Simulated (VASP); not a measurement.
# InSb3 (Pm-3m) in VASP: a series of runs

The runs below take InSb3 through single point, with PBE.

All numbers are computed with VASP 6.6.1; they aren't measurements. Logs are shortened: lines on timing, memory, paths and dates and some standing lists are left out, and cuts for length are marked.

## Step 1: The cell of the first run

It takes space group Pm-3m (No. 221, cubic). Conventional cell: a = 4.806 Å, b = 4.806 Å, c = 4.806 Å, α = 90.00°, β = 90.00°, γ = 90.00°. In (site symmetry m-3m) has 12 Sb at 3.40 Å within 4.5 Å. Within 4.5 Å of Sb (site symmetry 4/mmm) lie 4 In at 3.40 Å and 8 Sb at 3.40 Å.

## Step 2: Single point, PBE

File INCAR:

```
SYSTEM = InSb3
PREC = Accurate
ENCUT = 520
EDIFF = 1E-7
ISMEAR = 0
SIGMA = 0.1
LREAL = .FALSE.
LASPH = .TRUE.
NELM = 100
ALGO = Normal
ISIF = 2
LWAVE = .FALSE.
LCHARG = .FALSE.
GGA = PE
NBANDS = 22
```

File KPOINTS:

```
regular mesh
0
G
  4 4 4
  0 0 0
```

File POSCAR:

```
InSb3
1.0
    4.8063670000      0.0000000000      0.0000000000
    0.0000000000      4.8063670000      0.0000000000
    0.0000000000      0.0000000000      4.8063670000
In Sb
1 3
Direct
    0.0000000000      0.0000000000      0.0000000000
    0.5000000000      0.0000000000      0.5000000000
    0.0000000000      0.5000000000      0.5000000000
    0.5000000000      0.5000000000      0.0000000000
```

Potentials or basis: VASP PAW PBE potentials, release 64 (In_d, Sb).

On the command line:

```bash
> cat potpaw_PBE.64/In_d/POTCAR potpaw_PBE.64/Sb/POTCAR > POTCAR
> mpirun -np 1 vasp_std > vasp.out
```

OUTCAR:

```text
SYSTEM = InSb3
   PREC = Accurate
   ENCUT = 520
   EDIFF = 1E-7
   ISMEAR = 0
   LREAL = .FALSE.
   LASPH = .TRUE.
   NELM = 100
   ISIF = 2
   GGA = PE

 ion  position               nearest neighbor table
   1  0.000  0.000  0.000-   2 3.40   3 3.40   4 3.40   2 3.40   3 3.40   3 3.40   4 3.40   3 3.40
                             2 3.40   4 3.40   2 3.40   4 3.40
   2  0.500  0.000  0.500-   1 3.40   3 3.40   4 3.40   1 3.40   4 3.40   3 3.40   4 3.40   4 3.40
                             1 3.40   3 3.40   1 3.40   3 3.40
   3  0.000  0.500  0.500-   1 3.40   2 3.40   4 3.40   1 3.40   4 3.40   1 3.40   2 3.40   1 3.40
                             2 3.40   4 3.40   4 3.40   2 3.40
   4  0.500  0.500  0.000-   1 3.40   2 3.40   3 3.40   2 3.40   3 3.40   1 3.40   2 3.40   2 3.40
                             1 3.40   3 3.40   3 3.40   1 3.40

  LATTYP: Found a simple cubic cell.
 ALAT       =     4.8063670000

  Lattice vectors:

 A1 = (   4.8063670000,   0.0000000000,   0.0000000000)
 A2 = (   0.0000000000,   4.8063670000,   0.0000000000)
 A3 = (   0.0000000000,   0.0000000000,   4.8063670000)

Analysis of symmetry for initial positions (statically):
=====================================================================
 Subroutine PRICEL returns:
 Original cell was already a primitive cell.

 Routine SETGRP: Setting up the symmetry group for a
 simple cubic supercell.

 Subroutine GETGRP returns: Found 48 space group operations
 (whereof 48 operations were pure point group operations)
 out of a pool of 48 trial point group operations.

The static configuration has the point symmetry O_h .

Analysis of symmetry for dynamics (positions and initial velocities):
=====================================================================
 Subroutine PRICEL returns:
 Original cell was already a primitive cell.

 Routine SETGRP: Setting up the symmetry group for a
 simple cubic supercell.

 Subroutine GETGRP returns: Found 48 space group operations
 (whereof 48 operations were pure point group operations)
 out of a pool of 48 trial point group operations.

The dynamic configuration has the point symmetry O_h .

 Subroutine INISYM returns: Found 48 space group operations
 (whereof 48 operations are pure point group operations),
 and found     1 'primitive' translations

----------------------------------------------------------------------------------------

                                     Primitive cell

  volume of cell :     111.0327

  direct lattice vectors                    reciprocal lattice vectors
     4.806367000  0.000000000  0.000000000     0.208057354  0.000000000  0.000000000
     0.000000000  4.806367000  0.000000000     0.000000000  0.208057354  0.000000000
     0.000000000  0.000000000  4.806367000     0.000000000  0.000000000  0.208057354

  length of vectors
     4.806367000  4.806367000  4.806367000     0.208057354  0.208057354  0.208057354

  position of ions in fractional coordinates (direct lattice)
     0.000000000  0.000000000  0.000000000
     0.500000000  0.000000000  0.500000000
     0.000000000  0.500000000  0.500000000
     0.500000000  0.500000000  0.000000000

  ion indices of the primitive-cell ions
   primitive index   ion index
                 1           1
                 2           2
                 3           3
                 4           4

----------------------------------------------------------------------------------------

 KPOINTS: regular mesh

Automatic generation of k-mesh.
 Grid dimensions read from file:
 generate k-points for:    4    4    4

 Generating k-lattice:

  Cartesian coordinates                     Fractional coordinates (reciprocal lattice)
     0.052014338  0.000000000  0.000000000     0.250000000  0.000000000  0.000000000
     0.000000000  0.052014338  0.000000000     0.000000000  0.250000000  0.000000000
     0.000000000  0.000000000  0.052014338     0.000000000  0.000000000  0.250000000

  Length of vectors
     0.052014338  0.052014338  0.052014338

  Shift w.r.t. Gamma in fractional coordinates (k-lattice)
     0.000000000  0.000000000  0.000000000

 Subroutine IBZKPT returns following result:
 ===========================================

 Found     10 irreducible k-points:

 Following reciprocal coordinates:
            Coordinates               Weight
  0.000000  0.000000  0.000000      1.000000
  0.250000  0.000000  0.000000      6.000000
  0.500000  0.000000  0.000000      3.000000
  0.250000  0.250000  0.000000     12.000000
  0.500000  0.250000  0.000000     12.000000
  0.500000  0.500000  0.000000      3.000000
  0.250000  0.250000  0.250000      8.000000
  0.500000  0.250000  0.250000     12.000000
  0.500000  0.500000  0.250000      6.000000
  0.500000  0.500000  0.500000      1.000000
   k-points           NKPTS =     10   k-points in BZ     NKDIM =     10   number of bands    NBANDS=     22
   number of dos      NEDOS =    301   number of ions     NIONS =      4
   total plane-waves  NPLWV =  46656
   dimension x,y,z NGX =    36 NGY =   36 NGZ =   36
   dimension x,y,z NGXF=    72 NGYF=   72 NGZF=   72
   ions per type =               1   3
   NGX,Y,Z   is equivalent  to a cutoff of  12.45, 12.45, 12.45 a.u.
   NGXF,Y,Z  is equivalent  to a cutoff of  24.90, 24.90, 24.90 a.u.
 SYSTEM =  InSb3
   PREC   = accura    normal or accurate (medium, high low for compatibility)
   ISTART =      0    job   : 0-new  1-cont  2-samecut
   ICHARG =      2    charge: 1-file 2-atom 10-const
   ISPIN  =      1    spin polarized calculation?
   LNONCOLLINEAR =      F non collinear calculations
   LSORBIT =      F    spin-orbit coupling
   LASPH  =      T    aspherical Exc in radial PAW
   ENCUT  =  520.0 eV  38.22 Ry    6.18 a.u.   8.94  8.94  8.94*2*pi/ulx,y,z
   NELM   =    100;   NELMIN=  2; NELMDL= -5     # of ELM steps
   EDIFF  = 0.1E-06   stopping-criterion for ELM
   LREAL  =      F    real-space projection
   EDIFFG = 0.1E-05   stopping-criterion for IOM
   NSW    =      0    number of steps for IOM
   IBRION =     -1    ionic relax: 0-MD 1-quasi-New 2-CG
   NFREE  =      0    steps in history (QN), initial steepest desc. (CG)
   ISIF   =      2    stress and relaxation
   ISYM   =      2    0-nonsym 1-usesym 2-fastsym
   POTIM  = 0.5000    time-step for ionic-motion
   TEBEG  =    0.0;   TEEND  =   0.0 temperature during run
   PSTRESS=    0.0 pullay stress
   NELECT =      28.0000    total number of electrons
   NUPDOWN=      -1.0000    fix difference up-down
   EMIN   =  10.00;   EMAX   =-10.00  energy-range for DOS
   EFERMI =   0.00;   METHOD = LEGACY
   ISMEAR =     0;   SIGMA  =   0.10  broadening in eV -4-tet -1-fermi 0-gaus
   EFERMI_NEDOS =   21; number of points for ismear=-14 and -15
   IALGO  =     38    algorithm
   IMIX   =      4    mixing-type and parameters
     AMIX     =   0.40;   BMIX     =  1.00
     AMIX_MAG =   1.60;   BMIX_MAG =  1.00
  volume/ion in A,a.u.               =      27.76       187.32
  Fermi-wavevector in a.u.,A,eV,Ry     =   1.034294  1.954532 14.555018  1.069764
  Thomas-Fermi vector in A             =   2.168582
   LORBIT       =      0    0 simple, 1 ext, 2 COOP (PROOUT), +10 PAW based schemes
   GGA     = PE    functional components
   LHFCALC =     F    Hartree Fock is set to
   AEXX    =    0.0000 exact exchange contribution
   IVDW    =     0    specifies the selected vdW correction
   LEPSILON=     F    determine dielectric tensor
   LRPA    =     F    only Hartree local field effects (RPA)
 non-spin polarized calculation
 Gauss-broadening in eV      SIGMA  =   0.10
  energy-cutoff  :      520.00
  volume of cell :      111.03
 maximum number of plane-waves:      3016
 NGX is ok and might be reduce to    36

 number of electron      28.0000010 magnetization

 Free energy of the ion-electron system (eV)
  ---------------------------------------------------
  ext. energy  EPLUGINS =         0.00000000
  ---------------------------------------------------
  free energy    TOTEN  =       -14.24949852 eV

  energy without entropy =      -14.23571991  energy(sigma->0) =      -14.24260922

 E-fermi :   7.6317     XC(G=0): -10.0600

 val. band max:        7.6203072478   @ k =   0.5000   0.2500   0.2500
 cond. band min:       7.9660123566   @ k =   0.2500   0.2500   0.2500
 fundamental gap:      0.3457051088
 Fermi energy:         7.6316790931

 k-point     1 :       0.0000    0.0000    0.0000
  band No.  band energies     occupation
      1      -6.7746      2.00000
      2      -6.7746      2.00000
      3      -6.7594      2.00000
      4      -6.7594      2.00000
      5      -6.7594      2.00000
      6      -4.3221      2.00000
[... 14 lines left out ...]
     21      12.7401      0.00000
     22      13.0054      0.00000

 k-point     2 :       0.2500    0.0000    0.0000
  band No.  band energies     occupation
      1      -6.7719      2.00000
      2      -6.7669      2.00000
      3      -6.7649      2.00000
      4      -6.7649      2.00000
      5      -6.7593      2.00000
      6      -3.9464      2.00000
[... 14 lines left out ...]
     21      13.1217      0.00000
     22      13.3007      0.00000

 k-point     3 :       0.5000    0.0000    0.0000
  band No.  band energies     occupation
      1      -6.7704      2.00000
      2      -6.7704      2.00000
      3      -6.7693      2.00000
      4      -6.7593      2.00000
      5      -6.7591      2.00000
      6      -3.1461      2.00000
[... 14 lines left out ...]
     21      11.8484      0.00000
     22      13.8889      0.00000

 k-point     4 :       0.2500    0.2500    0.0000
  band No.  band energies     occupation
      1      -6.7742      2.00000
      2      -6.7671      2.00000
      3      -6.7648      2.00000
      4      -6.7643      2.00000
      5      -6.7607      2.00000
      6      -3.5713      2.00000
[... 14 lines left out ...]
     21      13.4653      0.00000
     22      14.1399      0.00000

 k-point     5 :       0.5000    0.2500    0.0000
  band No.  band energies     occupation
      1      -6.7827      2.00000
      2      -6.7698      2.00000
      3      -6.7645      2.00000
      4      -6.7642      2.00000
      5      -6.7529      2.00000
      6      -2.7626      2.00000
[... 14 lines left out ...]
     21      12.3653      0.00000
     22      15.9069      0.00000

 k-point     6 :       0.5000    0.5000    0.0000
  band No.  band energies     occupation
      1      -6.7946      2.00000
      2      -6.7693      2.00000
      3      -6.7693      2.00000
      4      -6.7613      2.00000
      5      -6.7449      2.00000
      6      -1.7053      2.00000
[... 14 lines left out ...]
     21      13.0984      0.00000
     22      15.2561      0.00000

 k-point     7 :       0.2500    0.2500    0.2500
  band No.  band energies     occupation
      1      -6.7746      2.00000
      2      -6.7725      2.00000
      3      -6.7725      2.00000
      4      -6.7584      2.00000
      5      -6.7584      2.00000
      6      -3.2015      2.00000
[... 14 lines left out ...]
     21      13.4892      0.00000
     22      13.8679      0.00000

 k-point     8 :       0.5000    0.2500    0.2500
  band No.  band energies     occupation
      1      -6.7826      2.00000
      2      -6.7801      2.00000
      3      -6.7723      2.00000
      4      -6.7567      2.00000
      5      -6.7499      2.00000
      6      -2.4018      2.00000
[... 14 lines left out ...]
     21      12.7935      0.00000
     22      15.0365      0.00000

 k-point     9 :       0.5000    0.5000    0.2500
  band No.  band energies     occupation
      1      -6.7926      2.00000
      2      -6.7800      2.00000
      3      -6.7800      2.00000
      4      -6.7522      2.00000
      5      -6.7440      2.00000
      6      -1.4601      2.00000
[... 14 lines left out ...]
     21      13.4406      0.00000
     22      15.6710      0.00000

 k-point    10 :       0.5000    0.5000    0.5000
  band No.  band energies     occupation
      1      -6.7905      2.00000
      2      -6.7905      2.00000
      3      -6.7905      2.00000
      4      -6.7431      2.00000
      5      -6.7431      2.00000
      6      -1.1347      2.00000
[... 14 lines left out ...]
     21      14.2050      0.00000
     22      16.1620      0.00000

------------------------ aborting loop because EDIFF is reached ----------------------------------------

  FORCE on cell =-STRESS in cart. coord.  units (eV):
  Direction    XX          YY          ZZ          XY          YZ          ZX
  --------------------------------------------------------------------------------------
  -------------------------------------------------------------------------------------
  Total        0.2661894      0.2661894      0.2661894      0.0000000     -0.0000000      0.0000000
  in kB        3.8410555      3.8410555      3.8410555      0.0000000     -0.0000000      0.0000000
  external PRESSURE =       3.8410555 kB  Pullay stress =       0.0000000 kB

 VOLUME and BASIS-vectors are now :
 -----------------------------------------------------------------------------
  energy-cutoff  :      520.00
  volume of cell :      111.03
      direct lattice vectors                 reciprocal lattice vectors
     4.806367000  0.000000000  0.000000000     0.208057354  0.000000000  0.000000000
     0.000000000  4.806367000  0.000000000     0.000000000  0.208057354  0.000000000
     0.000000000  0.000000000  4.806367000     0.000000000  0.000000000  0.208057354

 POSITION                                       TOTAL-FORCE (eV/Angst)
 -----------------------------------------------------------------------------------
      0.00000      0.00000      0.00000         0.000000      0.000000      0.000000
      2.40318      0.00000      2.40318         0.000000      0.000000      0.000000
      0.00000      2.40318      2.40318         0.000000      0.000000      0.000000
      2.40318      2.40318      0.00000         0.000000      0.000000      0.000000
 -----------------------------------------------------------------------------------
    total drift:                               -0.000000     -0.000000     -0.000000

  FREE ENERGIE OF THE ION-ELECTRON SYSTEM (eV)
  ---------------------------------------------------
  free  energy   TOTEN  =       -14.2494985211 eV

  energy  without entropy=      -14.2357199145  energy(sigma->0) =      -14.24260922
```

It took 14 s on 1 thread of Intel Xeon Platinum 8488C (Sapphire Rapids), shared host; peak memory 0.21 GiB.

Results:

```yaml
Free_energy: -14.2495 eV
Pressure: 0.4 GPa
Band_gap_on_the_k_mesh: zero (bands 14 and 15 overlap by 4.59 eV)
```

Caveat: spin-orbit coupling is left out, which moves the levels of the heavy elements.

## Step 3: Single point, PBE

This run uses another cell than the first one, of 27.89 Å³/atom.

File INCAR:

```
PREC = Accurate ; ENCUT = 520
EDIFF = 1E-7 ; ISMEAR = 0
SIGMA = 0.1 ; LREAL = False
LASPH = True ; NELM = 80
ALGO = Normal ; ISIF = 2
LWAVE = False ; LCHARG = True
GGA = PE ; LELF = True
LVHAR = True ; NBANDS = 22
```

File KPOINTS:

```
Automatic mesh
0
Gamma
  10 10 10
```

File POSCAR:

```
InSb3
1.0
    4.8138367962      0.0000000000      0.0000000000
    0.0000000000      4.8138367962      0.0000000000
    0.0000000000      0.0000000000      4.8138367962
In Sb
1 3
Direct
    0.0000000000      0.0000000000      0.0000000000
    0.5000000000      0.0000000000      0.5000000000
    0.0000000000      0.5000000000      0.5000000000
    0.5000000000      0.5000000000      0.0000000000
```

Potentials or basis: VASP PAW PBE potentials, release 64 (In_d, Sb).

On the command line:

```bash
> cat potpaw_PBE.64/In_d/POTCAR potpaw_PBE.64/Sb/POTCAR > POTCAR
> mpirun -np 1 vasp_std > vasp.out
```

Wall time 58 s (1 thread of Intel Xeon Platinum 8488C (Sapphire Rapids), shared host); peak memory 0.28 GiB.

The run converged. Its results:

| Property | Result |
| --- | --- |
| Free energy | -14.2567 eV |
| Pressure | -0.1 GPa |
| Band gap on the k mesh | zero (bands 14 and 15 overlap by 4.56 eV) |

Levels at points of the mesh, in eV from the Fermi level:
```tsv
k point	band 10	band 11	band 12	band 13	band 14	band 15	band 16	band 17	band 18	band 19
(0.00, 0.00, 0.00)	-4.19	-4.19	-3.49	0.52	0.52	0.52	1.80	1.80	1.80	4.79
(0.50, 0.00, 0.00)	-2.82	-2.82	-2.00	-2.00	-1.02	-0.77	2.05	2.22	2.22	2.49
(0.50, 0.50, 0.00)	-2.41	-1.55	-1.55	-1.28	-1.02	-1.02	-0.38	1.15	3.31	3.52
(0.50, 0.50, 0.50)	-4.86	-4.86	-4.86	-4.68	3.54	3.54	3.62	3.62	3.62	6.44
```

Caveat: spin-orbit coupling is left out, which moves the levels of the heavy elements.

## Step 4: Single point, PBE

This run uses another cell than the first one: it holds 8 atoms, not 4.

File INCAR:

```
ALGO     = Normal         # electronic algorithm
EDIFF    = 1E-6           # SCF threshold, eV
ENCUT    = 520            # plane-wave cutoff, eV
GGA      = PE             # functional
ISIF     = 2              # what is computed and relaxed
ISMEAR   = 0              # smearing method
LASPH    = True           # aspherical terms in the spheres
LCHARG   = False          # write CHGCAR
LREAL    = False          # projectors in reciprocal space
LWAVE    = False          # write WAVECAR
NBANDS   = 38             # bands
NELM     = 80             # most SCF steps
PREC     = Accurate       # precision mode
SIGMA    = 0.15           # smearing width, eV
```

File KPOINTS:

```
k-points
0
Gamma
  10 10 5
```

File POSCAR:

```
InSb3
1.0
    0.0000000000     -4.8138367962      0.0000000000
    0.0000000000      0.0000000000     -4.8138367962
    9.6276735925      0.0000000000      0.0000000000
In Sb
2 6
Direct
    1.0000000000      1.0000000000      0.5000000000
    1.0000000000      1.0000000000      0.0000000000
    0.0000000000      0.5000000000      0.2500000000
    0.0000000000      0.5000000000      0.7500000000
    0.5000000000      0.5000000000      0.5000000000
    0.5000000000      0.5000000000      0.0000000000
    0.5000000000      0.0000000000      0.2500000000
    0.5000000000      0.0000000000      0.7500000000
```

On the command line:

```bash
> cat potpaw_PBE.64/In_d/POTCAR potpaw_PBE.64/Sb/POTCAR > POTCAR
> mpirun -np 1 vasp_std > vasp.out
```

Run time: 3.9 min. Hardware: 1 thread of Intel Xeon Platinum 8488C (Sapphire Rapids), shared host; peak memory 0.58 GiB.

It converged, with:

```
Free energy            : -28.5234 eV
Pressure               : -0.1 GPa
Band gap on the k mesh : zero (bands 28 and 29 overlap by 2.22 eV)
```

Levels at points of the mesh, in eV from the Fermi level:
| k point | band 24 | band 25 | band 26 | band 27 | band 28 | band 29 | band 30 | band 31 | band 32 | band 33 |
| --- | --- | --- | --- | --- | --- | --- | --- | --- | --- | --- |
| (0.00, 0.00, 0.00) | -2.02 | -2.02 | -1.03 | -0.79 | 0.50 | 0.50 | 0.50 | 1.78 | 1.78 | 1.78 |
| (0.50, 0.00, 0.00) | -1.56 | -1.56 | -1.29 | -1.04 | -1.04 | -1.03 | -0.79 | -0.39 | 1.13 | 2.04 |
| (0.50, 0.50, 0.00) | -1.56 | -1.56 | -1.29 | -1.04 | -1.04 | -0.39 | 1.13 | 3.29 | 3.51 | 3.52 |

Caveat: spin-orbit coupling is left out, which moves the levels of the heavy elements.

## Step 5: The runs side by side

| cell | k mesh | smearing | gap on the mesh (eV) | pressure (GPa) |
| --- | --- | --- | --- | --- |
| a = 4.806 Å, 4 atoms, atomic positions A | 4 × 4 × 4 | gaussian 0.1 eV | none | 0.4 |
| a = 4.814 Å, 4 atoms, atomic positions A | 10 × 10 × 10 | gaussian 0.1 eV | none | -0.1 |
| a = 4.814, b = 4.814, c = 9.628 Å, 8 atoms, atomic positions B | 10 × 10 × 5 | gaussian 0.15 eV | none | -0.1 |

Alike in all rows: task single point; level PBE; potentials or basis VASP PAW PBE potentials, release 64 (In_d, Sb); no spin polarisation; cutoff (eV) 520.

Caveats: spin-orbit coupling is left out, which moves the levels of the heavy elements.

Absolute energies hang on the potentials; compare differences alone.

The gap in the log of VASP goes by the Fermi energy; the results here count the filled bands.